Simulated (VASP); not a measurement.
# AlNi3 (Pm-3m) in VASP: further runs

The runs below take AlNi3 through single point, relaxation of cell and atoms, with PBEsol, LDA, r2SCAN.

Program: VASP 6.6.1. These are calculated values, not measurements. Logs are shortened: lines on timing, memory, paths and dates and some standing lists are left out, and cuts for length are marked.

## Step 1: The cell of the first run

It takes space group Pm-3m (No. 221, cubic). Conventional cell: a = 3.569 Å, b = 3.569 Å, c = 3.569 Å, α = 90.00°, β = 90.00°, γ = 90.00°. Ni (site symmetry 4/mmm) has 8 Ni at 2.52 Å and 4 Al at 2.52 Å within 3.3 Å. Al (site symmetry m-3m) has 12 Ni at 2.52 Å within 3.3 Å.

## Step 2: Single point, PBEsol, collinear spin, ferromagnetic start

INCAR

```
PREC = Accurate
ENCUT = 520
EDIFF = 1E-7
ISMEAR = -1
SIGMA = 0.05
LREAL = F
LASPH = T
NELM = 150
ALGO = Normal
ISIF = 2
LWAVE = F
LCHARG = F
ISPIN = 2
MAGMOM = 1 1 1 0
LORBIT = 11
LMAXMIX = 4
GGA = PS
NBANDS = 28
```

KPOINTS

```
regular mesh
0
Gamma
  8 8 8
```

POSCAR

```
AlNi3
1.0
    3.5694160265      0.0000000000      0.0000000000
    0.0000000000      3.5694160265      0.0000000000
    0.0000000000      0.0000000000      3.5694160265
Ni Al
3 1
Direct
    0.5000000000      0.5000000000      0.0000000000
    0.5000000000      0.0000000000      0.5000000000
    0.0000000000      0.5000000000      0.5000000000
    0.0000000000      0.0000000000      0.0000000000
```

Potentials or basis: VASP PAW PBE potentials, release 64 (Ni, Al).

On the command line:

```sh
$ cat potpaw_PBE.64/Ni/POTCAR potpaw_PBE.64/Al/POTCAR > POTCAR
$ mpirun -np 1 vasp_std > vasp.out
```

OUTCAR:

```text
PREC = Accurate
   ENCUT = 520
   EDIFF = 1E-7
   ISMEAR = -1
   LREAL = F
   LASPH = T
   NELM = 150
   ISIF = 2
   ISPIN = 2
   LORBIT = 11
   GGA = PS

 ion  position               nearest neighbor table
   1  0.500  0.500  0.000-   2 2.52   3 2.52   4 2.52   2 2.52   3 2.52   2 2.52   4 2.52   2 2.52
                             3 2.52   4 2.52   3 2.52   4 2.52
   2  0.500  0.000  0.500-   1 2.52   3 2.52   4 2.52   1 2.52   4 2.52   1 2.52   3 2.52   1 2.52
                             3 2.52   4 2.52   4 2.52   3 2.52
   3  0.000  0.500  0.500-   1 2.52   2 2.52   4 2.52   1 2.52   4 2.52   2 2.52   4 2.52   4 2.52
                             1 2.52   2 2.52   1 2.52   2 2.52
   4  0.000  0.000  0.000-   1 2.52   2 2.52   3 2.52   2 2.52   3 2.52   1 2.52   3 2.52   3 2.52
                             1 2.52   2 2.52   2 2.52   1 2.52

  LATTYP: Found a simple cubic cell.
 ALAT       =     3.5694160265

  Lattice vectors:

 A1 = (   3.5694160265,   0.0000000000,   0.0000000000)
 A2 = (   0.0000000000,   3.5694160265,   0.0000000000)
 A3 = (   0.0000000000,   0.0000000000,   3.5694160265)

Analysis of symmetry for initial positions (statically):
=====================================================================
 Subroutine PRICEL returns:
 Original cell was already a primitive cell.

 Routine SETGRP: Setting up the symmetry group for a
 simple cubic supercell.

 Subroutine GETGRP returns: Found 48 space group operations
 (whereof 48 operations were pure point group operations)
 out of a pool of 48 trial point group operations.

The static configuration has the point symmetry O_h .

Analysis of symmetry for dynamics (positions and initial velocities):
=====================================================================
 Subroutine PRICEL returns:
 Original cell was already a primitive cell.

 Routine SETGRP: Setting up the symmetry group for a
 simple cubic supercell.

 Subroutine GETGRP returns: Found 48 space group operations
 (whereof 48 operations were pure point group operations)
 out of a pool of 48 trial point group operations.

The dynamic configuration has the point symmetry O_h .

Analysis of structural, dynamic, and magnetic symmetry:
=====================================================================
 Subroutine PRICEL returns:
 Original cell was already a primitive cell.

 Routine SETGRP: Setting up the symmetry group for a
 simple cubic supercell.

 Subroutine GETGRP returns: Found 48 space group operations
 (whereof 48 operations were pure point group operations)
 out of a pool of 48 trial point group operations.

The overall configuration has the point symmetry O_h .

 Subroutine INISYM returns: Found 48 space group operations
 (whereof 48 operations are pure point group operations),
 and found     1 'primitive' translations

----------------------------------------------------------------------------------------

                                     Primitive cell

  volume of cell :      45.4770

  direct lattice vectors                    reciprocal lattice vectors
     3.569416026  0.000000000  0.000000000     0.280157872  0.000000000  0.000000000
     0.000000000  3.569416026  0.000000000     0.000000000  0.280157872  0.000000000
     0.000000000  0.000000000  3.569416026     0.000000000  0.000000000  0.280157872

  length of vectors
     3.569416026  3.569416026  3.569416026     0.280157872  0.280157872  0.280157872

  position of ions in fractional coordinates (direct lattice)
     0.500000000  0.500000000  0.000000000
     0.500000000  0.000000000  0.500000000
     0.000000000  0.500000000  0.500000000
     0.000000000  0.000000000  0.000000000

  ion indices of the primitive-cell ions
   primitive index   ion index
                 1           1
                 2           2
                 3           3
                 4           4

----------------------------------------------------------------------------------------

 KPOINTS: regular mesh

Automatic generation of k-mesh.
 Grid dimensions read from file:
 generate k-points for:    8    8    8

 Generating k-lattice:

  Cartesian coordinates                     Fractional coordinates (reciprocal lattice)
     0.035019734  0.000000000  0.000000000     0.125000000  0.000000000  0.000000000
     0.000000000  0.035019734  0.000000000     0.000000000  0.125000000  0.000000000
     0.000000000  0.000000000  0.035019734     0.000000000  0.000000000  0.125000000

  Length of vectors
     0.035019734  0.035019734  0.035019734

  Shift w.r.t. Gamma in fractional coordinates (k-lattice)
     0.000000000  0.000000000  0.000000000

 Subroutine IBZKPT returns following result:
 ===========================================

 Found     35 irreducible k-points:

 Following reciprocal coordinates:
            Coordinates               Weight
  0.000000  0.000000  0.000000      1.000000
  0.125000  0.000000  0.000000      6.000000
  0.250000  0.000000  0.000000      6.000000
  0.375000  0.000000  0.000000      6.000000
  0.500000  0.000000  0.000000      3.000000
  0.125000  0.125000  0.000000     12.000000
[... 16 lines left out ...]
  0.375000  0.375000  0.125000     24.000000
  0.500000  0.375000  0.125000     24.000000
 [... further k-points ...]
   k-points           NKPTS =     35   k-points in BZ     NKDIM =     35   number of bands    NBANDS=     28
   number of dos      NEDOS =    301   number of ions     NIONS =      4
   total plane-waves  NPLWV =  21952
   dimension x,y,z NGX =    28 NGY =   28 NGZ =   28
   dimension x,y,z NGXF=    56 NGYF=   56 NGZF=   56
   ions per type =               3   1
   NGX,Y,Z   is equivalent  to a cutoff of  13.04, 13.04, 13.04 a.u.
   NGXF,Y,Z  is equivalent  to a cutoff of  26.08, 26.08, 26.08 a.u.
 SYSTEM =  unknown system
   PREC   = accura    normal or accurate (medium, high low for compatibility)
   ISTART =      0    job   : 0-new  1-cont  2-samecut
   ICHARG =      2    charge: 1-file 2-atom 10-const
   ISPIN  =      2    spin polarized calculation?
   LNONCOLLINEAR =      F non collinear calculations
   LSORBIT =      F    spin-orbit coupling
   LASPH  =      T    aspherical Exc in radial PAW
   ENCUT  =  520.0 eV  38.22 Ry    6.18 a.u.   6.64  6.64  6.64*2*pi/ulx,y,z
   NELM   =    150;   NELMIN=  2; NELMDL= -5     # of ELM steps
   EDIFF  = 0.1E-06   stopping-criterion for ELM
   LREAL  =      F    real-space projection
   EDIFFG = 0.1E-05   stopping-criterion for IOM
   NSW    =      0    number of steps for IOM
   IBRION =     -1    ionic relax: 0-MD 1-quasi-New 2-CG
   NFREE  =      0    steps in history (QN), initial steepest desc. (CG)
   ISIF   =      2    stress and relaxation
   ISYM   =      2    0-nonsym 1-usesym 2-fastsym
   POTIM  = 0.5000    time-step for ionic-motion
   TEBEG  =    0.0;   TEEND  =   0.0 temperature during run
   PSTRESS=    0.0 pullay stress
   NELECT =      33.0000    total number of electrons
   NUPDOWN=      -1.0000    fix difference up-down
   EMIN   =  10.00;   EMAX   =-10.00  energy-range for DOS
   EFERMI =   0.00;   METHOD = LEGACY
   ISMEAR =    -1;   SIGMA  =   0.05  broadening in eV -4-tet -1-fermi 0-gaus
   EFERMI_NEDOS =   21; number of points for ismear=-14 and -15
   IALGO  =     38    algorithm
   IMIX   =      4    mixing-type and parameters
     AMIX     =   0.40;   BMIX     =  1.00
     AMIX_MAG =   1.60;   BMIX_MAG =  1.00
  volume/ion in A,a.u.               =      11.37        76.72
  Fermi-wavevector in a.u.,A,eV,Ry     =   1.471123  2.780019 29.445766  2.164203
  Thomas-Fermi vector in A             =   2.586297
   LORBIT       =     11    0 simple, 1 ext, 2 COOP (PROOUT), +10 PAW based schemes
   GGA     = PS    functional components
   LHFCALC =     F    Hartree Fock is set to
   AEXX    =    0.0000 exact exchange contribution
   IVDW    =     0    specifies the selected vdW correction
   LEPSILON=     F    determine dielectric tensor
   LRPA    =     F    only Hartree local field effects (RPA)
 spin polarized calculation
  energy-cutoff  :      520.00
  volume of cell :       45.48
 maximum number of plane-waves:      1241
 NGX is ok and might be reduce to    28
   NGX = 13   NGY = 13   NGZ = 13

 number of electron      33.0000024 magnetization       0.6631677

 Free energy of the ion-electron system (eV)
  ---------------------------------------------------
  ext. energy  EPLUGINS =         0.00000000
  ---------------------------------------------------
  free energy    TOTEN  =       -24.25720931 eV

  energy without entropy =      -24.22512010  energy(sigma->0) =      -24.24116470

 E-fermi :   9.2330     XC(G=0): -12.7903

 val. band max:        9.2305217489   @ k =   0.2500   0.1250   0.1250
 cond. band min:       9.2346875046   @ k =   0.3750   0.2500   0.1250
 fundamental gap:      0.0041657557
 Fermi energy:         9.2330410017

 spin component 1

 k-point     1 :       0.0000    0.0000    0.0000
  band No.  band energies     occupation
      1      -0.6718      1.00000
      2       4.9846      1.00000
      3       5.6420      1.00000
      4       5.6420      1.00000
      5       5.9965      1.00000
      6       5.9965      1.00000
[... 20 lines left out ...]
     27      23.0575      0.00000
[... 691 lines left out ...]
      6       6.6305      1.00000
[... 20 lines left out ...]
     27      23.9761      0.00000
     28      24.1588      0.00000

 [... further k-points ...]

 spin component 2

 k-point     1 :       0.0000    0.0000    0.0000
  band No.  band energies     occupation
      1      -0.6907      1.00000
      2       5.0752      1.00000
      3       5.7856      1.00000
      4       5.7856      1.00000
      5       6.2486      1.00000
      6       6.2486      1.00000
[... 20 lines left out ...]
     27      23.0628      0.00000
[... 691 lines left out ...]
      6       6.8390      1.00000
[... 20 lines left out ...]
     27      23.9598      0.00000
     28      24.1895      0.00000

 [... further k-points ...]

------------------------ aborting loop because EDIFF is reached ----------------------------------------

  FORCE on cell =-STRESS in cart. coord.  units (eV):
  Direction    XX          YY          ZZ          XY          YZ          ZX
  --------------------------------------------------------------------------------------
  -------------------------------------------------------------------------------------
  Total       -2.1675590     -2.1675590     -2.1675590      0.0000000     -0.0000000     -0.0000000
  in kB      -76.3642354    -76.3642354    -76.3642354      0.0000000     -0.0000000     -0.0000000
  external PRESSURE =     -76.3642354 kB  Pullay stress =       0.0000000 kB

 VOLUME and BASIS-vectors are now :
 -----------------------------------------------------------------------------
  energy-cutoff  :      520.00
  volume of cell :       45.48
      direct lattice vectors                 reciprocal lattice vectors
     3.569416026  0.000000000  0.000000000     0.280157872  0.000000000  0.000000000
     0.000000000  3.569416026  0.000000000     0.000000000  0.280157872  0.000000000
     0.000000000  0.000000000  3.569416026     0.000000000  0.000000000  0.280157872

 POSITION                                       TOTAL-FORCE (eV/Angst)
 -----------------------------------------------------------------------------------
      1.78471      1.78471      0.00000         0.000000      0.000000      0.000000
      1.78471      0.00000      1.78471         0.000000      0.000000      0.000000
      0.00000      1.78471      1.78471         0.000000      0.000000      0.000000
      0.00000      0.00000      0.00000         0.000000      0.000000      0.000000
 -----------------------------------------------------------------------------------
    total drift:                                0.000000      0.000000      0.000000

  FREE ENERGIE OF THE ION-ELECTRON SYSTEM (eV)
  ---------------------------------------------------
  free  energy   TOTEN  =       -24.2572093081 eV

  energy  without entropy=      -24.2251200988  energy(sigma->0) =      -24.24116470

 total charge

# of ion       s       p       d       tot
------------------------------------------
    1        0.493   0.513   8.378   9.384
    2        0.493   0.513   8.378   9.384
    3        0.493   0.513   8.378   9.384
    4        0.405   0.387   0.000   0.792
--------------------------------------------------
tot          1.885   1.926  25.133  28.943

 magnetization (x)

# of ion       s       p       d       tot
------------------------------------------
    1       -0.003  -0.007   0.244   0.235
    2       -0.003  -0.007   0.244   0.235
    3       -0.003  -0.007   0.244   0.235
    4       -0.000  -0.007   0.000  -0.007
--------------------------------------------------
tot         -0.008  -0.029   0.733   0.697
```

Run time: 57 s. Hardware: 1 thread of Intel Xeon Platinum 8488C (Sapphire Rapids), shared host; peak memory 0.21 GiB.

Results:

| Property | Result |
| --- | --- |
| Free energy | -24.2572 eV |
| Pressure | -7.6 GPa |
| Net moment | 0.66 μB per cell |
| Site moments | Ni +0.23; Al -0.01 μB |
| Valence electrons inside the program's atomic spheres | Ni 9.38; Al 0.79 |

Caveat: the cell stands under tension; the PAW data sets were made with another functional, which shifts forces and pressure a little.

## Step 3: Single point, LDA, collinear spin, ferromagnetic start

This run uses another cell than the first one, of 11.59 Å³/atom.

INCAR

```
  PREC = Accurate
  ENCUT = 520
  EDIFF = 1E-6
  ISMEAR = -1
  SIGMA = 0.05
  LREAL = False
  LASPH = True
  NELM = 150
  ALGO = Normal
  ISIF = 2
  LWAVE = False
  LCHARG = False
  ISPIN = 2
  MAGMOM = 1 1 1 0
  LORBIT = 11
  LMAXMIX = 4
  GGA = CA
  NBANDS = 28
```

KPOINTS is that of step 2.

POSCAR

```
AlNi3
1.0
    3.5921517734      0.0000000000      0.0000000000
    0.0000000000      3.5921517734      0.0000000000
    0.0000000000      0.0000000000      3.5921517734
Ni Al
3 1
Direct
    0.5000000000      0.5000000000      0.0000000000
    0.5000000000      0.0000000000      0.5000000000
    0.0000000000      0.5000000000      0.5000000000
    0.0000000000      0.0000000000      0.0000000000
```

Potentials or basis: VASP PAW LDA potentials, release 64 (Ni, Al).

On the command line:

```sh
$ cat potpaw_LDA.64/Ni/POTCAR potpaw_LDA.64/Al/POTCAR > POTCAR
$ mpirun -np 1 vasp_std > vasp.out
```

Run time: 54 s. Hardware: 1 thread of Intel Xeon Platinum 8488C (Sapphire Rapids), shared host; peak memory 0.19 GiB.

It converged, with:

```
Free energy                                           : -25.6101 eV
Pressure                                              : -16.5 GPa
Net moment                                            : 0.48 μB per cell
Site moments                                          : Ni +0.17; Al -0.01 μB
Valence electrons inside the program's atomic spheres : Ni 9.36; Al 0.79
```

Levels at points of the mesh, in eV from the Fermi level:
Spin up:
```tsv
k point	band 14	band 15	band 16	band 17	band 18	band 19	band 20	band 21
(0.00, 0.00, 0.00)	0.03	0.03	0.03	0.91	0.91	0.91	6.49	6.49
(0.50, 0.00, 0.00)	-1.05	-0.93	-0.41	0.03	5.41	5.41	5.54	5.54
(0.50, 0.50, 0.00)	-1.09	-0.87	-0.84	-0.49	0.89	0.89	7.97	8.09
(0.50, 0.50, 0.50)	-0.96	-0.96	-0.15	-0.15	-0.15	-0.06	3.24	3.95
```
Spin down:
| k point | band 14 | band 15 | band 16 | band 17 | band 18 | band 19 |
| --- | --- | --- | --- | --- | --- | --- |
| (0.00, 0.00, 0.00) | 0.26 | 0.26 | 0.26 | 0.91 | 0.91 | 0.91 |
| (0.50, 0.00, 0.00) | -0.92 | -0.78 | -0.27 | 0.26 | 5.45 | 5.45 |
| (0.50, 0.50, 0.00) | -0.99 | -0.74 | -0.63 | -0.39 | 1.06 | 1.06 |
| (0.50, 0.50, 0.50) | -0.84 | -0.84 | -0.05 | 0.05 | 0.05 | 0.05 |

Caveat: the cell stands under tension.

## Step 4: Single point, PBEsol, collinear spin, ferromagnetic start

This run uses another cell than the first one, of 11.59 Å³/atom.

INCAR

```
SYSTEM = AlNi3
PREC = Accurate
ENCUT = 520
EDIFF = 1E-6
ISMEAR = -1
SIGMA = 0.05
LREAL = .False.
LASPH = .True.
NELM = 150
ALGO = Normal
ISIF = 2
LWAVE = .False.
LCHARG = .False.
ISPIN = 2
MAGMOM = 1 1 1 0
LORBIT = 11
LMAXMIX = 4
GGA = PS
NBANDS = 28
```

KPOINTS

```
Automatic mesh
0
Gamma
  8 8 8
  0 0 0
```

POSCAR is that of step 3.

Potentials or basis: VASP PAW PBE potentials, release 64 (Ni, Al).

On the command line:

```sh
$ cat potpaw_PBE.64/Ni/POTCAR potpaw_PBE.64/Al/POTCAR > POTCAR
$ mpirun -np 1 vasp_std > vasp.out
```

Wall time 50 s (1 thread of Intel Xeon Platinum 8488C (Sapphire Rapids), shared host); peak memory 0.21 GiB.

Results (log left out):

| Property | Result |
| --- | --- |
| Free energy | -24.2072 eV |
| Pressure | -10.6 GPa |
| Net moment | 0.68 μB per cell |
| Site moments | Ni +0.24; Al -0.01 μB |
| Valence electrons inside the program's atomic spheres | Ni 9.35; Al 0.78 |

Levels at points of the mesh, in eV from the Fermi level:
Spin up:
| k point | band 14 | band 15 | band 16 | band 17 | band 18 | band 19 | band 20 | band 21 |
| --- | --- | --- | --- | --- | --- | --- | --- | --- |
| (0.00, 0.00, 0.00) | -0.07 | -0.07 | -0.07 | 0.86 | 0.86 | 0.86 | 6.40 | 6.40 |
| (0.50, 0.00, 0.00) | -1.10 | -0.99 | -0.47 | -0.07 | 5.37 | 5.37 | 5.48 | 5.48 |
| (0.50, 0.50, 0.00) | -1.14 | -0.93 | -0.92 | -0.54 | 0.81 | 0.81 | 7.96 | 8.03 |
| (0.50, 0.50, 0.50) | -1.01 | -1.01 | -0.23 | -0.23 | -0.23 | -0.15 | 3.23 | 3.88 |
Spin down:
```tsv
k point	band 14	band 15	band 16	band 17	band 18	band 19
(0.00, 0.00, 0.00)	0.32	0.32	0.32	0.84	0.84	0.84
(0.50, 0.00, 0.00)	-0.88	-0.77	-0.28	0.32	5.43	5.43
(0.50, 0.50, 0.00)	-1.01	-0.73	-0.57	-0.40	1.08	1.08
(0.50, 0.50, 0.50)	-0.83	-0.83	-0.16	0.10	0.10	0.10
```

Caveat: the cell stands under tension; the PAW data sets were made with another functional, which shifts forces and pressure a little.

(Part 1 of 2 ends here.)
